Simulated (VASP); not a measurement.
# C (Fm-3m) in VASP: single point with PBE

Aim: the single point of C with PBE.

Everything below comes from runs of VASP 6.6.1. Logs are shortened: lines on timing, memory, paths and dates and some standing lists are left out, and cuts for length are marked.

### 1 The cell of the first run

The structure is cubic, space group Fm-3m (No. 225). The conventional cell has a = 4.730 Å, b = 4.730 Å, c = 4.730 Å, α = 90.00°, β = 90.00°, γ = 90.00°. C (site symmetry m-3m) has 12 C at 3.34 Å within 4.4 Å.

### 2 Single point, PBE

The input, INCAR:

```
  ALGO = Normal
  EDIFF = 1E-7
  ENCUT = 520
  GGA = PE
  ISIF = 2
  ISMEAR = 0
  LASPH = T
  LCHARG = T
  LELF = T
  LREAL = F
  LVHAR = T
  LWAVE = F
  NBANDS = 8
  NELM = 80
  PREC = Accurate
  SIGMA = 0.15
```

The input, KPOINTS:

```
k-points
0
Gamma
  11 11 11
```

The input, POSCAR:

```
C
1.0
    0.0000000000      2.3650000000      2.3650000000
    2.3650000000      0.0000000000      2.3650000000
    2.3650000000      2.3650000000      0.0000000000
C
1
Direct
    0.0000000000      0.0000000000      0.0000000000
```

Potentials or basis: VASP PAW PBE potentials, release 64 (C).

Run with:

```
$ cat potpaw_PBE.64/C/POTCAR > POTCAR
$ mpirun -np 1 vasp_std > vasp.out
```

OUTCAR:

```text
EDIFF = 1E-7
   ENCUT = 520
   GGA = PE
   ISIF = 2
   ISMEAR = 0
   LASPH = T
   LREAL = F
   NELM = 80
   PREC = Accurate

 ion  position               nearest neighbor table
   1  0.000  0.000  0.000-

  LATTYP: Found a face centered cubic cell.
 ALAT       =     4.7300000000

  Lattice vectors:

 A1 = (   0.0000000000,   2.3650000000,   2.3650000000)
 A2 = (   2.3650000000,   0.0000000000,   2.3650000000)
 A3 = (   2.3650000000,   2.3650000000,   0.0000000000)

Analysis of symmetry for initial positions (statically):
=====================================================================
 Subroutine PRICEL returns:
 Original cell was already a primitive cell.

 Routine SETGRP: Setting up the symmetry group for a
 face centered cubic supercell.

 Subroutine GETGRP returns: Found 48 space group operations
 (whereof 48 operations were pure point group operations)
 out of a pool of 48 trial point group operations.

The static configuration has the point symmetry O_h .

Analysis of symmetry for dynamics (positions and initial velocities):
=====================================================================
 Subroutine PRICEL returns:
 Original cell was already a primitive cell.

 Routine SETGRP: Setting up the symmetry group for a
 face centered cubic supercell.

 Subroutine GETGRP returns: Found 48 space group operations
 (whereof 48 operations were pure point group operations)
 out of a pool of 48 trial point group operations.

The dynamic configuration has the point symmetry O_h .

 Subroutine INISYM returns: Found 48 space group operations
 (whereof 48 operations are pure point group operations),
 and found     1 'primitive' translations

----------------------------------------------------------------------------------------

                                     Primitive cell

  volume of cell :      26.4560

  direct lattice vectors                    reciprocal lattice vectors
     0.000000000  2.365000000  2.365000000    -0.211416490  0.211416490  0.211416490
     2.365000000  0.000000000  2.365000000     0.211416490 -0.211416490  0.211416490
     2.365000000  2.365000000  0.000000000     0.211416490  0.211416490 -0.211416490

  length of vectors
     3.344615075  3.344615075  3.344615075     0.366184103  0.366184103  0.366184103

  position of ions in fractional coordinates (direct lattice)
     0.000000000  0.000000000  0.000000000

  ion indices of the primitive-cell ions
   primitive index   ion index
[... 71 lines left out ...]
   ENCUT  =  520.0 eV  38.22 Ry    6.18 a.u.   6.22  6.22  6.22*2*pi/ulx,y,z
   NELM   =     80;   NELMIN=  2; NELMDL= -5     # of ELM steps
   EDIFF  = 0.1E-06   stopping-criterion for ELM
   LREAL  =      F    real-space projection
   EDIFFG = 0.1E-05   stopping-criterion for IOM
   NSW    =      0    number of steps for IOM
   IBRION =     -1    ionic relax: 0-MD 1-quasi-New 2-CG
   NFREE  =      0    steps in history (QN), initial steepest desc. (CG)
   ISIF   =      2    stress and relaxation
   ISYM   =      2    0-nonsym 1-usesym 2-fastsym
   POTIM  = 0.5000    time-step for ionic-motion
   TEBEG  =    0.0;   TEEND  =   0.0 temperature during run
   PSTRESS=    0.0 pullay stress
   NELECT =       4.0000    total number of electrons
   NUPDOWN=      -1.0000    fix difference up-down
   EMIN   =  10.00;   EMAX   =-10.00  energy-range for DOS
   EFERMI =   0.00;   METHOD = LEGACY
   ISMEAR =     0;   SIGMA  =   0.15  broadening in eV -4-tet -1-fermi 0-gaus
   EFERMI_NEDOS =   21; number of points for ismear=-14 and -15
   IALGO  =     38    algorithm
   IMIX   =      4    mixing-type and parameters
     AMIX     =   0.40;   BMIX     =  1.00
     AMIX_MAG =   1.60;   BMIX_MAG =  1.00
  volume/ion in A,a.u.               =      26.46       178.53
  Fermi-wavevector in a.u.,A,eV,Ry     =   0.872142  1.648109 10.349013  0.760631
  Thomas-Fermi vector in A             =   1.991349
   LORBIT       =      0    0 simple, 1 ext, 2 COOP (PROOUT), +10 PAW based schemes
   GGA     = PE    functional components
   LHFCALC =     F    Hartree Fock is set to
   AEXX    =    0.0000 exact exchange contribution
   IVDW    =     0    specifies the selected vdW correction
   LEPSILON=     F    determine dielectric tensor
   LRPA    =     F    only Hartree local field effects (RPA)
 non-spin polarized calculation
 Gauss-broadening in eV      SIGMA  =   0.15
  energy-cutoff  :      520.00
  volume of cell :       26.46
 maximum number of plane-waves:       725
 NGX is ok and might be reduce to    28
   NGX = 13   NGY = 13   NGZ = 13

 number of electron       4.0000000 magnetization

 Free energy of the ion-electron system (eV)
  ---------------------------------------------------
  ext. energy  EPLUGINS =         0.00000000
  ---------------------------------------------------
  free energy    TOTEN  =        -2.07326549 eV

  energy without entropy =       -2.06176181  energy(sigma->0) =       -2.06751365

 E-fermi :  -2.3283     XC(G=0):  -7.2443

 val. band max:       -2.3500955698   @ k =   0.2727   0.2727   0.0000
 cond. band min:      -2.2547839814   @ k =  -0.3636   0.4545   0.1818
 fundamental gap:      0.0953115884
 Fermi energy:        -2.3282605357

 k-point     1 :       0.0000    0.0000    0.0000
  band No.  band energies     occupation
      1     -11.8861      2.00000
      2      -0.5969      0.00000
      3      -0.5969      0.00000
      4      -0.5969      0.00000
      5       6.2422      0.00000
      6      15.1412      0.00000
      7      15.1412      0.00000
      8      15.1412      0.00000
[... 243 lines left out ...]
 k-point    24 :      -0.1818    0.1818    0.0000
  band No.  band energies     occupation
      1     -11.0852      2.00000
      2      -2.4218      1.62210
      3      -1.3564      0.00000
      4      -0.7377      0.00000
      5       8.1585      0.00000
      6      11.5417      0.00000
      7      12.8189      0.00000
      8      15.7572      0.00000

 [... further k-points ...]
[... 5 lines left out ...]
  --------------------------------------------------------------------------------------
  -------------------------------------------------------------------------------------
  Total       -2.3399444     -2.3399444     -2.3399444     -0.0000000     -0.0000000      0.0000000
  in kB     -141.7074540   -141.7074540   -141.7074540     -0.0000000     -0.0000000      0.0000000
  external PRESSURE =    -141.7074540 kB  Pullay stress =       0.0000000 kB

 VOLUME and BASIS-vectors are now :
 -----------------------------------------------------------------------------
  energy-cutoff  :      520.00
  volume of cell :       26.46
      direct lattice vectors                 reciprocal lattice vectors
     0.000000000  2.365000000  2.365000000    -0.211416490  0.211416490  0.211416490
     2.365000000  0.000000000  2.365000000     0.211416490 -0.211416490  0.211416490
     2.365000000  2.365000000  0.000000000     0.211416490  0.211416490 -0.211416490

 POSITION                                       TOTAL-FORCE (eV/Angst)
 -----------------------------------------------------------------------------------
      0.00000      0.00000      0.00000        -0.000000      0.000000      0.000000
 -----------------------------------------------------------------------------------
    total drift:                               -0.000000      0.000000     -0.000000

  FREE ENERGIE OF THE ION-ELECTRON SYSTEM (eV)
  ---------------------------------------------------
  free  energy   TOTEN  =        -2.0732654869 eV

  energy  without entropy=       -2.0617618092  energy(sigma->0) =       -2.06751365
```

OSZICAR:

```text
N       E                     dE             d eps       ncg     rms          rms(c)
DAV:   1     0.176988683687E+01    0.17699E+01   -0.15530E+03   896   0.398E+02
DAV:   2    -0.200172698861E+01   -0.37716E+01   -0.35647E+01  1224   0.317E+01
DAV:   3    -0.211644913879E+01   -0.11472E+00   -0.11323E+00   984   0.584E+00
DAV:   4    -0.211679677184E+01   -0.34763E-03   -0.34761E-03  1328   0.354E-01
DAV:   5    -0.211679716978E+01   -0.39794E-06   -0.39782E-06   968   0.831E-03    0.104E+00
DAV:   6    -0.207863603636E+01    0.38161E-01   -0.65834E-02   896   0.110E+00    0.447E-01
DAV:   7    -0.207237300283E+01    0.62630E-02   -0.39876E-02   920   0.922E-01    0.131E-01
DAV:   8    -0.207326691507E+01   -0.89391E-03   -0.12443E-03   912   0.201E-01    0.223E-02
DAV:   9    -0.207326284873E+01    0.40663E-05   -0.16329E-05  1080   0.200E-02    0.714E-03
DAV:  10    -0.207326531208E+01   -0.24634E-05   -0.51921E-06   952   0.140E-02    0.164E-03
DAV:  11    -0.207326543693E+01   -0.12485E-06   -0.18236E-07  1168   0.187E-03    0.292E-04
DAV:  12    -0.207326548687E+01   -0.49943E-07   -0.26246E-08   944   0.901E-04
   1 F= -.20732655E+01 E0= -.20675136E+01  d E =-.115037E-01
```

It took 12 s on 1 thread of AMD EPYC 7R13 (Zen 3), shared host; peak memory 0.11 GiB.

Results:

| Property | Result |
| --- | --- |
| Free energy | -2.0733 eV |
| Pressure | -14.2 GPa |
| Band gap on the k mesh | zero (band 2 reaches -0.60 eV, above the bottom of band 3 at -2.66 eV) |
